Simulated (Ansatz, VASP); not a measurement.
AgI in VASP and in Ansatz

```
Ag I
1.0
     4.74209    0.00000    0.00000
    -2.37104    4.10677    0.00000
     0.00000    0.00000    7.74834
Ag I
2 2
Direct
  0.33333 0.66667 0.00000
  0.66667 0.33333 0.50000
  0.33333 0.66667 0.37500
  0.66667 0.33333 0.87500
```

Alike in both runs: task single point; functional r2SCAN; k mesh 6 × 6 × 4; no spin polarisation.

```csv
,VASP,Ansatz
version,VASP 6.6.1,Ansatz 0.2.0
potentials or method,"VASP PAW PBE potentials, release 64 (Ag, I)","plane waves, PAW"
plane-wave cutoff (eV),550,500
occupations,"gaussian, width 0.01 eV",fixed
valence electrons in the cell,36,72
```

|  | VASP | Ansatz | Ansatz less VASP |
| --- | --- | --- | --- |
| gap on the k mesh at the Fermi level (eV) | 1.83 | 1.86 | +0.033 |
| pressure (GPa) | -1.5 | -1.5 | +0.09 |

VASP's potentials were made for PBE, not for r2SCAN. VASP's potentials hold 36 valence electrons a cell and Ansatz's 72, so a difference there can come from the potentials and not from the codes.

Spin-orbit coupling is off throughout.
